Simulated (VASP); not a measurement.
# Mg3ZnC (Pm-3m) in VASP: further runs, part 2 of 2

VASP 6.6.1. Earlier steps stand in the parts before.

## (3) Relaxation of cell and atoms, PBE, target pressure 10 GPa, at which the enthalpy is minimised

The input, INCAR:

```
SYSTEM = Mg3ZnC
PREC = Accurate
ENCUT = 600
EDIFF = 1E-6
ISMEAR = -1
SIGMA = 0.1
LREAL = .FALSE.
LASPH = .TRUE.
NELM = 60
ALGO = Normal
ISIF = 3
LWAVE = .FALSE.
LCHARG = .FALSE.
GGA = PE
IBRION = 2
NSW = 80
EDIFFG = -0.01
PSTRESS = 100.0
```

The input, KPOINTS:

```
Automatic mesh
0
G
  5 5 5
  0 0 0
```

The input, POSCAR:

```
Mg3ZnC
1.0
    4.4069310000      0.0000000000      0.0000000000
    0.0000000000      4.4069310000      0.0000000000
    0.0000000000      0.0000000000      4.4069310000
Mg Zn C
3 1 1
Direct
    0.0000000000      0.5000000000      0.5000000000
    0.5000000000      0.5000000000      0.0000000000
    0.5000000000      0.0000000000      0.5000000000
    0.0000000000      0.0000000000      0.0000000000
    0.5000000000      0.5000000000      0.5000000000
```

Potentials or basis: VASP PAW PBE potentials, release 64 (Mg, Zn, C).

On the command line:

```sh
$ cat potpaw_PBE.64/Mg/POTCAR potpaw_PBE.64/Zn/POTCAR potpaw_PBE.64/C/POTCAR > POTCAR
$ mpirun -np 1 vasp_std > vasp.out
```

OUTCAR:

```text
SYSTEM = Mg3ZnC
   PREC = Accurate
   ENCUT = 600
   EDIFF = 1E-6
   ISMEAR = -1
   LREAL = .FALSE.
   LASPH = .TRUE.
   NELM = 60
   ISIF = 3
   GGA = PE
   IBRION = 2
   NSW = 80
   EDIFFG = -0.01
   PSTRESS = 100.0

 ion  position               nearest neighbor table
   1  0.000  0.500  0.500-   5 2.20   5 2.20   4 3.12   2 3.12   2 3.12   4 3.12   3 3.12   4 3.12
                             4 3.12   2 3.12   3 3.12   3 3.12   2 3.12   3 3.12
   2  0.500  0.500  0.000-   5 2.20   5 2.20   4 3.12   1 3.12   1 3.12   3 3.12   3 3.12   3 3.12
                             4 3.12   3 3.12   1 3.12   4 3.12   1 3.12   4 3.12
   3  0.500  0.000  0.500-   5 2.20   5 2.20   4 3.12   1 3.12   2 3.12   4 3.12   1 3.12   2 3.12
                             2 3.12   2 3.12   1 3.12   4 3.12   4 3.12   1 3.12
   4  0.000  0.000  0.000-   1 3.12   2 3.12   3 3.12   1 3.12   3 3.12   1 3.12   2 3.12   1 3.12
                             2 3.12   3 3.12   3 3.12   2 3.12
   5  0.500  0.500  0.500-   1 2.20   2 2.20   3 2.20   2 2.20   3 2.20   1 2.20

  LATTYP: Found a simple cubic cell.
 ALAT       =     4.4069310000

  Lattice vectors:

 A1 = (   4.4069310000,   0.0000000000,   0.0000000000)
 A2 = (   0.0000000000,   4.4069310000,   0.0000000000)
 A3 = (   0.0000000000,   0.0000000000,   4.4069310000)

Analysis of symmetry for initial positions (statically):
=====================================================================
 Subroutine PRICEL returns:
 Original cell was already a primitive cell.

 Routine SETGRP: Setting up the symmetry group for a
 simple cubic supercell.

 Subroutine GETGRP returns: Found 48 space group operations
 (whereof 48 operations were pure point group operations)
 out of a pool of 48 trial point group operations.

The static configuration has the point symmetry O_h .

Analysis of symmetry for dynamics (positions and initial velocities):
=====================================================================
 Subroutine PRICEL returns:
 Original cell was already a primitive cell.

 Routine SETGRP: Setting up the symmetry group for a
 simple cubic supercell.

 Subroutine GETGRP returns: Found 48 space group operations
 (whereof 48 operations were pure point group operations)
 out of a pool of 48 trial point group operations.

The dynamic configuration has the point symmetry O_h .

 Subroutine INISYM returns: Found 48 space group operations
 (whereof 48 operations are pure point group operations),
 and found     1 'primitive' translations

----------------------------------------------------------------------------------------

                                     Primitive cell

  volume of cell :      85.5872

  direct lattice vectors                    reciprocal lattice vectors
     4.406931000  0.000000000  0.000000000     0.226915284  0.000000000  0.000000000
     0.000000000  4.406931000  0.000000000     0.000000000  0.226915284  0.000000000
     0.000000000  0.000000000  4.406931000     0.000000000  0.000000000  0.226915284

  length of vectors
     4.406931000  4.406931000  4.406931000     0.226915284  0.226915284  0.226915284

  position of ions in fractional coordinates (direct lattice)
     0.000000000  0.500000000  0.500000000
     0.500000000  0.500000000  0.000000000
     0.500000000  0.000000000  0.500000000
     0.000000000  0.000000000  0.000000000
     0.500000000  0.500000000  0.500000000

[... 49 lines left out ...]
   dimension x,y,z NGX =    36 NGY =   36 NGZ =   36
   dimension x,y,z NGXF=    72 NGYF=   72 NGZF=   72
   ions per type =               3   1   1
   NGX,Y,Z   is equivalent  to a cutoff of  13.58, 13.58, 13.58 a.u.
   NGXF,Y,Z  is equivalent  to a cutoff of  27.16, 27.16, 27.16 a.u.
 SYSTEM =  Mg3ZnC
   PREC   = accura    normal or accurate (medium, high low for compatibility)
   ISTART =      0    job   : 0-new  1-cont  2-samecut
   ICHARG =      2    charge: 1-file 2-atom 10-const
   ISPIN  =      1    spin polarized calculation?
   LNONCOLLINEAR =      F non collinear calculations
   LSORBIT =      F    spin-orbit coupling
   LASPH  =      T    aspherical Exc in radial PAW
   ENCUT  =  600.0 eV  44.10 Ry    6.64 a.u.   8.80  8.80  8.80*2*pi/ulx,y,z
   NELM   =     60;   NELMIN=  2; NELMDL= -5     # of ELM steps
   EDIFF  = 0.1E-05   stopping-criterion for ELM
   LREAL  =      F    real-space projection
   EDIFFG = -.1E-01   stopping-criterion for IOM
   NSW    =     80    number of steps for IOM
   IBRION =      2    ionic relax: 0-MD 1-quasi-New 2-CG
   NFREE  =      1    steps in history (QN), initial steepest desc. (CG)
   ISIF   =      3    stress and relaxation
   ISYM   =      2    0-nonsym 1-usesym 2-fastsym
   POTIM  = 0.5000    time-step for ionic-motion
   TEBEG  =    0.0;   TEEND  =   0.0 temperature during run
   PSTRESS=  100.0 pullay stress
   NELECT =      22.0000    total number of electrons
   NUPDOWN=      -1.0000    fix difference up-down
   EMIN   =  10.00;   EMAX   =-10.00  energy-range for DOS
   EFERMI =   0.00;   METHOD = LEGACY
   ISMEAR =    -1;   SIGMA  =   0.10  broadening in eV -4-tet -1-fermi 0-gaus
   EFERMI_NEDOS =   21; number of points for ismear=-14 and -15
   IALGO  =     38    algorithm
   IMIX   =      4    mixing-type and parameters
     AMIX     =   0.40;   BMIX     =  1.00
     AMIX_MAG =   1.60;   BMIX_MAG =  1.00
  volume/ion in A,a.u.               =      17.12       115.51
  Fermi-wavevector in a.u.,A,eV,Ry     =   1.040909  1.967033 14.741800  1.083492
  Thomas-Fermi vector in A             =   2.175506
   LORBIT       =      0    0 simple, 1 ext, 2 COOP (PROOUT), +10 PAW based schemes
   GGA     = PE    functional components
   LHFCALC =     F    Hartree Fock is set to
   AEXX    =    0.0000 exact exchange contribution
   IVDW    =     0    specifies the selected vdW correction
   LEPSILON=     F    determine dielectric tensor
   LRPA    =     F    only Hartree local field effects (RPA)
 conjugate gradient relaxation of ions
 non-spin polarized calculation
  energy-cutoff  :      600.00
  volume of cell :       85.59
 maximum number of plane-waves:      2897
 NGX is ok and might be reduce to    36
   NGX = 17   NGY = 17   NGZ = 17

--------------------------------------- Ionic step        1  -------------------------------------------

 number of electron      21.9999993 magnetization

 Free energy of the ion-electron system (eV)
  ---------------------------------------------------
  ext. energy  EPLUGINS =         0.00000000
  ---------------------------------------------------
  free energy    TOTEN  =       -14.00307824 eV

  energy without entropy =      -13.91011299  energy(sigma->0) =      -13.95659561

------------------------ aborting loop because EDIFF is reached ----------------------------------------

  FORCE on cell =-STRESS in cart. coord.  units (eV):
  Direction    XX          YY          ZZ          XY          YZ          ZX
  --------------------------------------------------------------------------------------
  -------------------------------------------------------------------------------------
  Total       -0.2684858     -0.2684858     -0.2684858     -0.0000000      0.0000000      0.0000000
  in kB       -5.0260084     -5.0260084     -5.0260084     -0.0000000      0.0000000      0.0000000
  external PRESSURE =    -105.0260084 kB  Pullay stress =     100.0000000 kB
[... 28 lines left out ...]
--------------------------------------- Ionic step        2  -------------------------------------------

 number of electron      22.0000011 magnetization

 E-fermi :   3.9215     XC(G=0): -10.1218

 val. band max:        3.8667405447   @ k =   0.4000   0.2000   0.2000
 cond. band min:       3.9757638334   @ k =   0.4000   0.4000   0.2000
 fundamental gap:      0.1090232888
 Fermi energy:         3.9215360518

 k-point     1 :       0.0000    0.0000    0.0000
  band No.  band energies     occupation
      1      -7.3769      2.00000
      2      -3.4174      2.00000
      3      -3.4174      2.00000
      4      -3.3325      2.00000
      5      -3.3325      2.00000
      6      -3.3325      2.00000
      7      -1.5022      2.00000
      8       1.0694      2.00000
      9       1.0694      2.00000
     10       1.0694      2.00000
     11       5.9770      0.00000
     12       5.9770      0.00000
     13       7.0540      0.00000
     14       7.0540      0.00000
[... 201 lines left out ...]
--------------------------------------- Ionic step        3  -------------------------------------------

 number of electron      22.0000017 magnetization

 Free energy of the ion-electron system (eV)
  ---------------------------------------------------
  ext. energy  EPLUGINS =         0.00000000
  ---------------------------------------------------
  free energy    TOTEN  =       -13.72654495 eV

  energy without entropy =      -13.64551797  energy(sigma->0) =      -13.68603146

 E-fermi :   3.7096     XC(G=0):  -9.9804

 val. band max:        3.6481982626   @ k =   0.4000   0.2000   0.2000
 cond. band min:       3.7703410075   @ k =   0.4000   0.4000   0.2000
 fundamental gap:      0.1221427450
 Fermi energy:         3.7095518047

 k-point     1 :       0.0000    0.0000    0.0000
  band No.  band energies     occupation
      1      -7.4433      2.00000
      2      -3.5734      2.00000
      3      -3.5734      2.00000
      4      -3.4964      2.00000
      5      -3.4964      2.00000
      6      -3.4964      2.00000
      7      -1.6570      2.00000
      8       0.9099      2.00000
      9       0.9099      2.00000
     10       0.9099      2.00000
     11       5.6875      0.00000
     12       5.6875      0.00000
     13       6.7530      0.00000
     14       6.7530      0.00000
[... 197 lines left out ...]
  energy  without entropy=      -13.6455179740  energy(sigma->0) =      -13.68603146

  enthalpy is  TOTEN    =        -9.0428924892 eV   P V=        4.6836524651

 reached required accuracy - stopping structural energy minimisation
```

OSZICAR:

```text
N       E                     dE             d eps       ncg     rms          rms(c)
DAV:   1     0.861635141183E+02    0.86164E+02   -0.10333E+04   300   0.157E+03
DAV:   2    -0.944666941013E+01   -0.95610E+02   -0.92679E+02   342   0.270E+02
DAV:   3    -0.184016512798E+02   -0.89550E+01   -0.88946E+01   356   0.703E+01
[... 31 lines left out ...]
DAV:   4    -0.137266667144E+02    0.84616E-02   -0.43675E-03   418   0.792E-01    0.657E-02
DAV:   5    -0.137265468607E+02    0.11985E-03   -0.51970E-04   350   0.206E-01    0.272E-02
DAV:   6    -0.137265410115E+02    0.58492E-05   -0.13097E-04   335   0.649E-02    0.106E-02
DAV:   7    -0.137265448565E+02   -0.38450E-05   -0.14292E-05   321   0.469E-02    0.389E-03
DAV:   8    -0.137265449544E+02   -0.97881E-07   -0.80741E-07   150   0.997E-03
   3 F= -.90428925E+01 E0= -.90023790E+01  d E =-.381744E+00
```

CONTCAR:

```text
Mg3ZnC
   1.00000000000000
     4.2179207431728294   -0.0000000000000000    0.0000000000000000
    -0.0000000000000000    4.2179207431728294    0.0000000000000000
    -0.0000000000000000    0.0000000000000000    4.2179207431728294
  Mg              Zn              C
     3     1     1
Direct
     0.0000000000000000    0.5000000000000000    0.5000000000000000
     0.5000000000000000    0.5000000000000000    0.0000000000000000
     0.5000000000000000    0.0000000000000000    0.5000000000000000
     0.0000000000000000    0.0000000000000000    0.0000000000000000
     0.5000000000000000    0.5000000000000000    0.5000000000000000

  0.00000000E+00  0.00000000E+00  0.00000000E+00
  0.00000000E+00  0.00000000E+00  0.00000000E+00
  0.00000000E+00  0.00000000E+00  0.00000000E+00
  0.00000000E+00  0.00000000E+00  0.00000000E+00
  0.00000000E+00  0.00000000E+00  0.00000000E+00
```

Run time: 27 s. Hardware: 1 thread of Intel Xeon 6975P-C (Granite Rapids), shared host; peak memory 0.21 GiB.

What came out:

| Property | Result |
| --- | --- |
| Free energy | -13.7265 eV |
| Relaxed volume | 15.01 Å³/atom |
| Relaxed cell | a = 4.218 Å, b = 4.218 Å, c = 4.218 Å, α = 90.00°, β = 90.00°, γ = 90.00° |
| Space group after relaxing (to 0.05 Å) | Pm-3m (No. 221) |
| Energy change on relaxing (the enthalpy is what falls) | +55.3 meV/atom |
| Ionic steps | 3 |
| Pressure after relaxing | 10.0 GPa |
| Band gap on the k mesh | zero (band 11 reaches 5.69 eV, above the bottom of band 12 at 2.28 eV) |

The path:
| step | energy change (eV) | largest force (eV/Å) | pressure (GPa) | volume (Å³) |
| --- | --- | --- | --- | --- |
| 1 | 0.0000 | 0.0000 | -0.50 | 85.59 |
| 2 | 0.4710 | 0.0000 | 13.89 | 72.43 |
| 3 | 0.2765 | 0.0000 | 10.03 | 75.04 |

Final structure:
```
Mg Zn C
1.0
     4.21792    0.00000    0.00000
     0.00000    4.21792    0.00000
     0.00000    0.00000    4.21792
Mg Zn C
3 1 1
Direct
  0.00000 0.50000 0.50000
  0.50000 0.50000 0.00000
  0.50000 0.00000 0.50000
  0.00000 0.00000 0.00000
  0.50000 0.50000 0.50000
```

Caveat: the cell is relaxed towards a set pressure, so the enthalpy falls and the energy may rise.

## (4) Relaxation of cell and atoms, PBE, target pressure 20 GPa, at which the enthalpy is minimised

The input, INCAR:

```
ALGO = Normal ; EDIFF = 1E-6
EDIFFG = -0.01 ; ENCUT = 600
GGA = PE ; IBRION = 2
ISIF = 3 ; ISMEAR = -1
LASPH = T ; LCHARG = F
LREAL = F ; LWAVE = F
NELM = 100 ; NSW = 80
PREC = Accurate ; PSTRESS = 200.0
SIGMA = 0.1
```

The input, KPOINTS:

```
k-points
0
Gamma
  5 5 5
```

POSCAR is that of step 3.

On the command line:

```sh
$ cat potpaw_PBE.64/Mg/POTCAR potpaw_PBE.64/Zn/POTCAR potpaw_PBE.64/C/POTCAR > POTCAR
$ mpirun -np 1 vasp_std > vasp.out
```

Run time: 47 s. Hardware: 1 thread of Intel Xeon 6975P-C (Granite Rapids), shared host; peak memory 0.21 GiB.

The run converged. Its results:

| Property | Result |
| --- | --- |
| Free energy | -13.1745 eV |
| Relaxed volume | 13.81 Å³/atom |
| Relaxed cell | a = 4.102 Å, b = 4.102 Å, c = 4.102 Å, α = 90.00°, β = 90.00°, γ = 90.00° |
| Space group after relaxing (to 0.05 Å) | Pm-3m (No. 221) |
| Energy change on relaxing (the enthalpy is what falls) | +165.7 meV/atom |
| Ionic steps | 6 |
| Pressure after relaxing | 20.0 GPa |
| Band gap on the k mesh | zero (band 11 reaches 6.38 eV, above the bottom of band 12 at 2.68 eV) |

The path:
| step | energy change (eV) | largest force (eV/Å) | pressure (GPa) | volume (Å³) |
| --- | --- | --- | --- | --- |
| 1 | 0.0000 | 0.0000 | -0.50 | 85.59 |
| 2 | 2.2552 | 0.0000 | 40.28 | 61.22 |
| 3 | 0.8146 | 0.0000 | 19.80 | 69.14 |
| 4 | 0.8529 | 0.0000 | 20.38 | 68.83 |
| 5 | 0.8150 | 0.0000 | 19.79 | 69.14 |
| 6 | 0.8286 | 0.0000 | 20.00 | 69.03 |

Final structure:
```xyz
5
Lattice="4.1021 0.0000 0.0000 0.0000 4.1021 0.0000 0.0000 0.0000 4.1021" Properties=species:S:1:pos:R:3 pbc="T T T"
Mg    0.0000    2.0510    2.0510
Mg    2.0510    2.0510    0.0000
Mg    2.0510    0.0000    2.0510
Zn    0.0000    0.0000    0.0000
C     2.0510    2.0510    2.0510
```

Levels at points of the mesh, in eV from the Fermi level:
| k point | band 8 | band 9 | band 10 | band 11 | band 12 | band 13 |
| --- | --- | --- | --- | --- | --- | --- |
| (0.00, 0.00, 0.00) | -2.92 | -2.92 | -2.92 | 2.16 | 2.16 | 3.26 |

Caveat: the cell is relaxed towards a set pressure, so the enthalpy falls and the energy may rise; the volume moved by over 15 % at a fixed basis, so the end points are rough.

## (5) The runs side by side

```csv
cell,gap on the mesh (eV),pressure (GPa)
relaxed to 5 GPa,none,5.0
relaxed to 10 GPa,none,10.0
relaxed to 20 GPa,none,20.0
```

Alike in all rows: task relaxation of cell and atoms; level PBE; potentials or basis VASP PAW PBE potentials, release 64 (Mg, Zn, C); no spin polarisation; k mesh 5 × 5 × 5; cutoff (eV) 600; smearing fermi-dirac 0.1 eV.

Caveats: the cell is relaxed towards a set pressure, so the enthalpy falls and the energy may rise; the volume moved by over 15 % at a fixed basis, so the end points are rough (some runs).

Total energies depend on the potentials used, so only differences within one code and one set of settings carry meaning.
